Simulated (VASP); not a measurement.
# CoSi (P2_13) in VASP: settings compared

The runs below take CoSi through single point, with PBE, r2SCAN.

Program: VASP 6.6.1. These are calculated values, not measurements. Logs are shortened: lines on timing, memory, paths and dates and some standing lists are left out, and cuts for length are marked.

### 1 The cell of the first run

It takes space group P2_13 (No. 198, cubic). Conventional cell: a = 4.518 Å, b = 4.518 Å, c = 4.518 Å, α = 90.00°, β = 90.00°, γ = 90.00°. Within 3.1 Å of Co (site symmetry 3) lie 7 Si at 2.36 to 2.48 Å and 6 Co at 2.78 Å. Within 3.1 Å of Si (site symmetry 3) lie 7 Co at 2.36 to 2.48 Å and 6 Si at 2.80 Å.

### 2 Single point, PBE (volume changed by +6%)

Contents of INCAR:

```
SYSTEM = CoSi
  ALGO = Normal
  EDIFF = 1E-7
  ENCUT = 520
  GGA = PE
  ISIF = 2
  ISMEAR = -1
  LASPH = .TRUE.
  LCHARG = .FALSE.
  LREAL = .FALSE.
  LWAVE = .FALSE.
  NBANDS = 36
  NELM = 100
  PREC = Accurate
  SIGMA = 0.02
```

Contents of KPOINTS:

```
k-points
0
G
  6 6 6
  0 0 0
```

Contents of POSCAR:

```
CoSi
1.0
    4.5176399433      0.0000000000      0.0000000000
    0.0000000000      4.5176399433      0.0000000000
    0.0000000000      0.0000000000      4.5176399433
Co Si
4 4
Direct
    0.1450332833      0.1450332833      0.1450332833
    0.3549667167      0.8549667167      0.6450332833
    0.6450332833      0.3549667167      0.8549667167
    0.8549667167      0.6450332833      0.3549667167
    0.8431868922      0.8431868922      0.8431868922
    0.6568131078      0.1568131078      0.3431868922
    0.3431868922      0.6568131078      0.1568131078
    0.1568131078      0.3431868922      0.6568131078
```

Potentials or basis: VASP PAW PBE potentials, release 64 (Co, Si).

Started as:

```console
> cat potpaw_PBE.64/Co/POTCAR potpaw_PBE.64/Si/POTCAR > POTCAR
> mpirun -np 1 vasp_std > vasp.out
```

OUTCAR:

```text
SYSTEM = CoSi
   EDIFF = 1E-7
   ENCUT = 520
   GGA = PE
   ISIF = 2
   ISMEAR = -1
   LASPH = .TRUE.
   LREAL = .FALSE.
   NELM = 100
   PREC = Accurate

 ion  position               nearest neighbor table
   1  0.145  0.145  0.145-   5 2.36   6 2.38   7 2.38   8 2.38   7 2.48   8 2.48   6 2.48   3 2.78
                             4 2.78   2 2.78   2 2.78   4 2.78   3 2.78
   2  0.355  0.855  0.645-   6 2.36   5 2.38   7 2.38   8 2.38   7 2.48   8 2.48   5 2.48   1 2.78
                             1 2.78   3 2.78   3 2.78   4 2.78   4 2.78
   3  0.645  0.355  0.855-   7 2.36   6 2.38   5 2.38   8 2.38   8 2.48   6 2.48   5 2.48   1 2.78
                             4 2.78   2 2.78   2 2.78   4 2.78   1 2.78
   4  0.855  0.645  0.355-   8 2.36   6 2.38   7 2.38   5 2.38   6 2.48   5 2.48   7 2.48   1 2.78
                             3 2.78   2 2.78   1 2.78   2 2.78   3 2.78
   5  0.843  0.843  0.843-   1 2.36   2 2.38   3 2.38   4 2.38   3 2.48   4 2.48   2 2.48   6 2.80
                             7 2.80   8 2.80   6 2.80   8 2.80   7 2.80
   6  0.657  0.157  0.343-   2 2.36   1 2.38   3 2.38   4 2.38   3 2.48   4 2.48   1 2.48   8 2.80
                             5 2.80   5 2.80   7 2.80   7 2.80   8 2.80
   7  0.343  0.657  0.157-   3 2.36   2 2.38   1 2.38   4 2.38   4 2.48   2 2.48   1 2.48   8 2.80
                             5 2.80   8 2.80   6 2.80   6 2.80   5 2.80
   8  0.157  0.343  0.657-   4 2.36   2 2.38   3 2.38   1 2.38   2 2.48   1 2.48   3 2.48   7 2.80
                             5 2.80   7 2.80   5 2.80   6 2.80   6 2.80

  LATTYP: Found a simple cubic cell.
 ALAT       =     4.5176399433

  Lattice vectors:

 A1 = (   4.5176399433,   0.0000000000,   0.0000000000)
 A2 = (   0.0000000000,   4.5176399433,   0.0000000000)
 A3 = (   0.0000000000,   0.0000000000,   4.5176399433)

Analysis of symmetry for initial positions (statically):
=====================================================================
 Subroutine PRICEL returns:
 Original cell was already a primitive cell.

 Routine SETGRP: Setting up the symmetry group for a
 simple cubic supercell.

 Subroutine GETGRP returns: Found 12 space group operations
 (whereof  3 operations were pure point group operations)
 out of a pool of 48 trial point group operations.

The static configuration has the point symmetry C_3 .
 The point group associated with its full space group is T   .

Analysis of symmetry for dynamics (positions and initial velocities):
=====================================================================
 Subroutine PRICEL returns:
 Original cell was already a primitive cell.

 Routine SETGRP: Setting up the symmetry group for a
 simple cubic supercell.

 Subroutine GETGRP returns: Found 12 space group operations
 (whereof  3 operations were pure point group operations)
 out of a pool of 48 trial point group operations.

The dynamic configuration has the point symmetry C_3 .
 The point group associated with its full space group is T   .

 Subroutine INISYM returns: Found 12 space group operations
 (whereof  3 operations are pure point group operations),
 and found     1 'primitive' translations

----------------------------------------------------------------------------------------

                                     Primitive cell

  volume of cell :      92.2008

  direct lattice vectors                    reciprocal lattice vectors
     4.517639943  0.000000000  0.000000000     0.221354515  0.000000000  0.000000000
     0.000000000  4.517639943  0.000000000     0.000000000  0.221354515  0.000000000
     0.000000000  0.000000000  4.517639943     0.000000000  0.000000000  0.221354515

  length of vectors
     4.517639943  4.517639943  4.517639943     0.221354515  0.221354515  0.221354515

  position of ions in fractional coordinates (direct lattice)
     0.145033283  0.145033283  0.145033283
     0.354966717  0.854966717  0.645033283
     0.645033283  0.354966717  0.854966717
     0.854966717  0.645033283  0.354966717
     0.843186892  0.843186892  0.843186892
     0.656813108  0.156813108  0.343186892
     0.343186892  0.656813108  0.156813108
     0.156813108  0.343186892  0.656813108

  ion indices of the primitive-cell ions
   primitive index   ion index
                 1           1
                 2           2
                 3           3
                 4           4
                 5           5
                 6           6
                 7           7
                 8           8

----------------------------------------------------------------------------------------

 KPOINTS: k-points

Automatic generation of k-mesh.
 Grid dimensions read from file:
 generate k-points for:    6    6    6

 Generating k-lattice:

  Cartesian coordinates                     Fractional coordinates (reciprocal lattice)
     0.036892419  0.000000000  0.000000000     0.166666667  0.000000000  0.000000000
     0.000000000  0.036892419  0.000000000     0.000000000  0.166666667  0.000000000
     0.000000000  0.000000000  0.036892419     0.000000000  0.000000000  0.166666667

  Length of vectors
     0.036892419  0.036892419  0.036892419

  Shift w.r.t. Gamma in fractional coordinates (k-lattice)
     0.000000000  0.000000000  0.000000000

 Subroutine IBZKPT returns following result:
 ===========================================

 Found     24 irreducible k-points:

 Following reciprocal coordinates:
            Coordinates               Weight
  0.000000  0.000000  0.000000      1.000000
  0.166667  0.000000  0.000000      6.000000
  0.333333  0.000000  0.000000      6.000000
  0.500000  0.000000  0.000000      3.000000
  0.166667  0.166667  0.000000     12.000000
  0.333333  0.166667  0.000000     12.000000
[... 16 lines left out ...]
  0.500000  0.500000  0.333333      6.000000
  0.500000  0.500000  0.500000      1.000000
   k-points           NKPTS =     24   k-points in BZ     NKDIM =     24   number of bands    NBANDS=     36
   number of dos      NEDOS =    301   number of ions     NIONS =      8
   total plane-waves  NPLWV =  46656
   dimension x,y,z NGX =    36 NGY =   36 NGZ =   36
   dimension x,y,z NGXF=    72 NGYF=   72 NGZF=   72
   ions per type =               4   4
   NGX,Y,Z   is equivalent  to a cutoff of  13.25, 13.25, 13.25 a.u.
   NGXF,Y,Z  is equivalent  to a cutoff of  26.50, 26.50, 26.50 a.u.
 SYSTEM =  CoSi
   PREC   = accura    normal or accurate (medium, high low for compatibility)
   ISTART =      0    job   : 0-new  1-cont  2-samecut
   ICHARG =      2    charge: 1-file 2-atom 10-const
   ISPIN  =      1    spin polarized calculation?
   LNONCOLLINEAR =      F non collinear calculations
   LSORBIT =      F    spin-orbit coupling
   LASPH  =      T    aspherical Exc in radial PAW
   ENCUT  =  520.0 eV  38.22 Ry    6.18 a.u.   8.40  8.40  8.40*2*pi/ulx,y,z
   NELM   =    100;   NELMIN=  2; NELMDL= -5     # of ELM steps
   EDIFF  = 0.1E-06   stopping-criterion for ELM
   LREAL  =      F    real-space projection
   EDIFFG = 0.1E-05   stopping-criterion for IOM
   NSW    =      0    number of steps for IOM
   IBRION =     -1    ionic relax: 0-MD 1-quasi-New 2-CG
   NFREE  =      0    steps in history (QN), initial steepest desc. (CG)
   ISIF   =      2    stress and relaxation
   ISYM   =      2    0-nonsym 1-usesym 2-fastsym
   POTIM  = 0.5000    time-step for ionic-motion
   TEBEG  =    0.0;   TEEND  =   0.0 temperature during run
   PSTRESS=    0.0 pullay stress
   NELECT =      52.0000    total number of electrons
   NUPDOWN=      -1.0000    fix difference up-down
   EMIN   =  10.00;   EMAX   =-10.00  energy-range for DOS
   EFERMI =   0.00;   METHOD = LEGACY
   ISMEAR =    -1;   SIGMA  =   0.02  broadening in eV -4-tet -1-fermi 0-gaus
   EFERMI_NEDOS =   21; number of points for ismear=-14 and -15
   IALGO  =     38    algorithm
   IMIX   =      4    mixing-type and parameters
     AMIX     =   0.40;   BMIX     =  1.00
     AMIX_MAG =   1.60;   BMIX_MAG =  1.00
  volume/ion in A,a.u.               =      11.53        77.78
  Fermi-wavevector in a.u.,A,eV,Ry     =   1.352584  2.556014 24.891644  1.829484
  Thomas-Fermi vector in A             =   2.479911
   LORBIT       =      0    0 simple, 1 ext, 2 COOP (PROOUT), +10 PAW based schemes
   GGA     = PE    functional components
[... 5 lines left out ...]
 non-spin polarized calculation
  energy-cutoff  :      520.00
  volume of cell :       92.20
 maximum number of plane-waves:      2517
 NGX is ok and might be reduce to    36
   NGX = 17   NGY = 17   NGZ = 17

 number of electron      52.0000027 magnetization

 Free energy of the ion-electron system (eV)
  ---------------------------------------------------
  ext. energy  EPLUGINS =         0.00000000
  ---------------------------------------------------
  free energy    TOTEN  =       -54.54832489 eV

  energy without entropy =      -54.54617700  energy(sigma->0) =      -54.54725094

 E-fermi :  11.2278     XC(G=0): -12.5755

 val. band max:       11.2140664318   @ k =   0.0000   0.0000   0.0000
 cond. band min:      11.2951154752   @ k =   0.5000   0.5000   0.3333
 fundamental gap:      0.0810490434
 Fermi energy:        11.2278062587

 k-point     1 :       0.0000    0.0000    0.0000
  band No.  band energies     occupation
      1      -1.9573      2.00000
      2       3.3247      2.00000
      3       3.3247      2.00000
      4       3.3247      2.00000
      5       6.0275      2.00000
      6       6.0275      2.00000
[... 28 lines left out ...]
     35      14.5936      0.00000
     36      15.8918      0.00000

 k-point     2 :       0.1667    0.0000    0.0000
  band No.  band energies     occupation
      1      -1.7600      2.00000
      2       2.2518      2.00000
      3       3.4542      2.00000
      4       4.0303      2.00000
      5       5.5328      2.00000
      6       6.1417      2.00000
[... 28 lines left out ...]
     35      15.2128      0.00000
     36      16.2529      0.00000

 k-point     3 :       0.3333    0.0000    0.0000
  band No.  band energies     occupation
      1      -1.1784      2.00000
      2       0.9538      2.00000
      3       3.8212      2.00000
      4       4.5010      2.00000
      5       5.4230      2.00000
      6       6.2736      2.00000
[... 28 lines left out ...]
     35      15.8335      0.00000
     36      16.4664      0.00000

 k-point     4 :       0.5000    0.0000    0.0000
  band No.  band energies     occupation
      1      -0.2477      2.00000
      2      -0.2477      2.00000
      3       4.3221      2.00000
      4       4.3221      2.00000
      5       5.7968      2.00000
      6       5.7968      2.00000
[... 28 lines left out ...]
     35      15.9297      0.00000
     36      15.9297      0.00000

 k-point     5 :       0.1667    0.1667    0.0000
  band No.  band energies     occupation
      1      -1.5644      2.00000
      2       2.1069      2.00000
      3       2.9661      2.00000
      4       4.3388      2.00000
      5       5.4658      2.00000
      6       6.2049      2.00000
[... 655 lines left out ...]
 k-point    22 :       0.5000    0.3333    0.3333
  band No.  band energies     occupation
      1       1.0599      2.00000
      2       1.0599      2.00000
      3       2.7189      2.00000
      4       2.7189      2.00000
      5       4.5083      2.00000
      6       4.5083      2.00000
[... 28 lines left out ...]
     35      16.9215      0.00000
     36      16.9215      0.00000

 k-point    23 :       0.5000    0.5000    0.3333
  band No.  band energies     occupation
      1       1.5076      2.00000
      2       1.5076      2.00000
      3       2.3333      2.00000
      4       2.3333      2.00000
      5       4.5655      2.00000
      6       4.5655      2.00000
[... 28 lines left out ...]
     35      17.4078      0.00000
     36      17.4085      0.00000

 k-point    24 :       0.5000    0.5000    0.5000
  band No.  band energies     occupation
      1       2.0922      2.00000
      2       2.0922      2.00000
      3       2.0922      2.00000
      4       2.0922      2.00000
      5       4.6161      2.00000
      6       4.6161      2.00000
[... 28 lines left out ...]
     35      16.7134      0.00000
     36      16.7134      0.00000

------------------------ aborting loop because EDIFF is reached ----------------------------------------

  FORCE on cell =-STRESS in cart. coord.  units (eV):
  Direction    XX          YY          ZZ          XY          YZ          ZX
  --------------------------------------------------------------------------------------
  -------------------------------------------------------------------------------------
  Total       -6.6483073     -6.6483073     -6.6483073      0.0000000     -0.0000000      0.0000000
  in kB     -115.5278859   -115.5278859   -115.5278859      0.0000000     -0.0000000      0.0000000
  external PRESSURE =    -115.5278859 kB  Pullay stress =       0.0000000 kB

 VOLUME and BASIS-vectors are now :
 -----------------------------------------------------------------------------
  energy-cutoff  :      520.00
  volume of cell :       92.20
      direct lattice vectors                 reciprocal lattice vectors
     4.517639943  0.000000000  0.000000000     0.221354515  0.000000000  0.000000000
     0.000000000  4.517639943  0.000000000     0.000000000  0.221354515  0.000000000
     0.000000000  0.000000000  4.517639943     0.000000000  0.000000000  0.221354515

 POSITION                                       TOTAL-FORCE (eV/Angst)
 -----------------------------------------------------------------------------------
      0.65521      0.65521      0.65521        -0.066885     -0.066885     -0.066885
      1.60361      3.86243      2.91403         0.066885      0.066885     -0.066885
      2.91403      1.60361      3.86243        -0.066885      0.066885      0.066885
      3.86243      2.91403      1.60361         0.066885     -0.066885      0.066885
      3.80921      3.80921      3.80921        -0.036641     -0.036641     -0.036641
      2.96725      0.70843      1.55039         0.036641      0.036641     -0.036641
      1.55039      2.96725      0.70843        -0.036641      0.036641      0.036641
      0.70843      1.55039      2.96725         0.036641     -0.036641      0.036641
 -----------------------------------------------------------------------------------
    total drift:                                0.000000      0.000000      0.000000

  FREE ENERGIE OF THE ION-ELECTRON SYSTEM (eV)
  ---------------------------------------------------
  free  energy   TOTEN  =       -54.5483248876 eV

  energy  without entropy=      -54.5461769969  energy(sigma->0) =      -54.54725094
```

Run time: 59 s. Hardware: 1 thread of AMD EPYC 9R45 (Zen 5), shared host; peak memory 0.2 GiB.

What came out:

- Free energy: -54.5483 eV
- Pressure: -11.6 GPa
- Largest force: 0.116 eV/Å
- Band gap on the k mesh: zero (band 26 reaches 11.21 eV, above the bottom of band 27 at 11.02 eV)

Forces in eV/Å, atoms in the order of the input:
```
Co  -0.067 -0.067 -0.067
Co   0.067  0.067 -0.067
Co  -0.067  0.067  0.067
Co   0.067 -0.067  0.067
Si  -0.037 -0.037 -0.037
Si   0.037  0.037 -0.037
Si  -0.037  0.037  0.037
Si   0.037 -0.037  0.037
```

 Spin polarisation is off, so any magnetic state and its effect on volume and gap are missing.

### 3 Single point, r2SCAN (volume changed by -6%)

Contents of POSCAR:

```
CoSi
1.0
    4.2935243850      0.0000000000      0.0000000000
    0.0000000000      4.2935243850      0.0000000000
    0.0000000000      0.0000000000      4.2935243850
Co Si
4 4
Direct
    0.1456935066      0.1456935066      0.1456935066
    0.3543064934      0.8543064934      0.6456935066
    0.6456935066      0.3543064934      0.8543064934
    0.8543064934      0.6456935066      0.3543064934
    0.8436267003      0.8436267003      0.8436267003
    0.6563732997      0.1563732997      0.3436267003
    0.3436267003      0.6563732997      0.1563732997
    0.1563732997      0.3436267003      0.6563732997
```

Contents of INCAR.step1:

```
PREC     = Accurate       # precision mode
ENCUT    = 520            # plane-wave cutoff, eV
ISMEAR   = -1             # smearing method
SIGMA    = 0.02           # smearing width, eV
LREAL    = F              # projectors in reciprocal space
LASPH    = T              # aspherical terms in the spheres
NELM     = 80             # most SCF steps
NBANDS   = 36             # bands
GGA      = PE             # functional
ALGO     = Normal         # electronic algorithm
EDIFF    = 1E-4           # SCF threshold, eV
LWAVE    = T              # write WAVECAR
LCHARG   = F              # write CHGCAR
```

Contents of INCAR.step2:

```
PREC     = Accurate       # precision mode
ENCUT    = 520            # plane-wave cutoff, eV
EDIFF    = 1E-6           # SCF threshold, eV
ISMEAR   = -1             # smearing method
SIGMA    = 0.02           # smearing width, eV
LREAL    = F              # projectors in reciprocal space
LASPH    = T              # aspherical terms in the spheres
NELM     = 80             # most SCF steps
ALGO     = Normal         # electronic algorithm
ISIF     = 2              # what is computed and relaxed
LWAVE    = F              # write WAVECAR
LCHARG   = F              # write CHGCAR
METAGGA  = R2SCAN         # meta-GGA
LMIXTAU  = T            
NBANDS   = 36             # bands
ISTART   = 1
```

Contents of KPOINTS:

```
regular mesh
0
Gamma
  6 6 6
```

Potentials or basis: VASP PAW PBE potentials, release 64 (Co, Si).

Started as:

```console
> cat potpaw_PBE.64/Co/POTCAR potpaw_PBE.64/Si/POTCAR > POTCAR
> cp INCAR.step1 INCAR
> mpirun -np 1 vasp_std > vasp.out
> cp INCAR.step2 INCAR
> mpirun -np 1 vasp_std > vasp.out
```

Run time: 2.2 min. Hardware: 1 thread of AMD EPYC 9R45 (Zen 5), shared host; peak memory 0.18 GiB.

It converged, with:

| Quantity | Value |
| --- | --- |
| Free energy | -91.6918 eV |
| Pressure | 18.1 GPa |
| Largest force | 0.156 eV/Å |
| Band gap on the k mesh | zero (band 26 reaches 13.54 eV, above the bottom of band 27 at 13.32 eV) |

Forces in eV/Å, atoms in the order of the input:
```
Co   0.090  0.090  0.090
Co  -0.090 -0.090  0.090
Co   0.090 -0.090 -0.090
Co  -0.090  0.090 -0.090
Si   0.052  0.052  0.052
Si  -0.052 -0.052  0.052
Si   0.052 -0.052 -0.052
Si  -0.052  0.052 -0.052
```

Levels at points of the mesh, in eV from the Fermi level:
| k point | band 23 | band 24 | band 25 | band 26 | band 27 | band 28 | band 29 | band 30 |
| --- | --- | --- | --- | --- | --- | --- | --- | --- |
| (0.00, 0.00, 0.00) | -0.96 | -0.96 | 0.00 | 0.00 | 0.00 | 3.16 | 3.16 | 3.16 |
| (0.50, 0.00, 0.00) | -0.79 | -0.79 | -0.56 | -0.56 | 1.17 | 1.17 | 1.93 | 1.93 |
| (0.50, 0.50, 0.00) | -1.22 | -1.22 | -0.05 | -0.05 | 0.75 | 0.75 | 2.55 | 2.55 |
| (0.50, 0.50, 0.50) | -1.48 | -1.48 | -0.22 | -0.22 | -0.22 | -0.22 | 6.52 | 6.52 |

Caveat: the PAW data sets were made with another functional, which shifts forces and pressure a little. Spin polarisation is off, so any magnetic state and its effect on volume and gap are missing.
